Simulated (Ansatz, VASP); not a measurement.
# Eu: VASP beside Ansatz

Contents of INCAR:

```
SYSTEM = Eu
AGGAC = 1.0 ; AGGAX = 1.0
ALDAC = 0.0 ; ALDAX = 1.0
ALGO = Normal ; EDIFF = 1E-6
EDIFFG = -0.01 ; ENCUT = 600
GGA = B5 ; IBRION = 2
ISIF = 3 ; ISMEAR = -1
ISPIN = 2 ; LASPH = .TRUE.
LCHARG = .FALSE. ; LMAXMIX = 6
LORBIT = 11 ; LREAL = .FALSE.
LWAVE = .FALSE. ; MAGMOM = 7
NELM = 150 ; NSW = 80
PREC = Accurate ; SIGMA = 0.05
```

KPOINTS

```
k-points
0
G
  10 10 10
  0 0 0
```

The input POSCAR:

```
Eu
1.0
   -2.2755000000      2.2755000000      2.2755000000
    2.2755000000     -2.2755000000      2.2755000000
    2.2755000000      2.2755000000     -2.2755000000
Eu
1
Direct
    0.0000000000      0.0000000000      0.0000000000
```

Input for Ansatz:

```yaml
crystal:
  lattice:
    - [-2.2755, 2.2755, 2.2755]
    - [2.2755, -2.2755, 2.2755]
    - [2.2755, 2.2755, -2.2755]
  atoms:
    - { symbol: Eu, position: [0.0, 0.0, 0.0], spin: 7.0 }
hamiltonian:
  xc: blyp
  pseudopotentials:
    kind: paw
    azcp:
      Eu: "pseudopotentials/Eu.paw.azcp"
basis:
  ecutwfc: 420
  fft_grid_basis: typed
kpoints:
  mp_grid: { grid: [10, 10, 10], shift: [0, 0, 0] }
magnetization:
  spin_polarized: true
scf:
  occupations: { method: fermi_dirac, width: 0.05 }
relax:
  max_steps: 60
  f_tol: 0.01
  cell: {}
```

Alike in both runs: task relaxation of cell and atoms; functional BLYP; k mesh 10 × 10 × 10; occupations fermi-dirac, width 0.05 eV; collinear spin.

```csv
,VASP,Ansatz
version,VASP 6.6.1,Ansatz 0.2.0
potentials or method,"VASP PAW PBE potentials, release 64 (Eu), cutoff 600 eV","plane waves (420 eV) with PAW, scalar-relativistic"
valence electrons in the cell,17,17
```

Ansatz gave:

```
net moment per atom (μB)                                      : 7.19
size of the moment on the site where the two differ most (μB) : 7.00
relaxed volume (Å³/atom)                                      : 44.29
relaxed cell length with the largest relative difference (Å)  : 3.860
```

Question: What did VASP give for the same quantities?

Answer: net moment per atom (μB): 7.18; size of the moment on the site where the two differ most (μB): 6.68; relaxed volume (Å³/atom): 43.72; relaxed cell length with the largest relative difference (Å): 3.844.

VASP's potentials were made for PBE, not for BLYP. Site moments also hang on the region over which each program counts them.

Spin-orbit coupling is off throughout.
